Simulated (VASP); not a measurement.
# Os: single point with PBE

The system is Os.

```
Os
1.0
    -1.54627    1.54627    1.54627
     1.54627   -1.54627    1.54627
     1.54627    1.54627   -1.54627
Os
1
Direct
  0.00000 0.00000 0.00000
```

This isn't the form of Os at room conditions, which is hcp.

```json
{"Program": "VASP 6.6.1", "Task": "single point", "Functional": "PBE", "Potentials or basis": "VASP PAW PBE potentials, release 64 (Os)", "Cutoff": "520 eV", "k mesh": "17 × 17 × 17", "Occupations": "fermi-dirac, width 0.1 eV", "Spin": "no spin polarisation"}
```

- Pressure: 0.1 GPa
- Band gap on the k mesh: zero (bands 4 and 5 overlap by 4.12 eV)

Levels at points of the mesh, in eV from the Fermi level:
| k point | band 2 | band 3 | band 4 | band 5 | band 6 | band 7 |
| --- | --- | --- | --- | --- | --- | --- |
| (0.00, 0.00, 0.00) | -3.24 | -3.24 | -3.24 | -0.05 | -0.05 | 16.21 |

Wall time 29 s on 1 thread of Intel Xeon 8259CL (shared host), peak memory 0.14 GiB.

Caveat: spin-orbit coupling is left out, which moves the levels of the heavy elements.
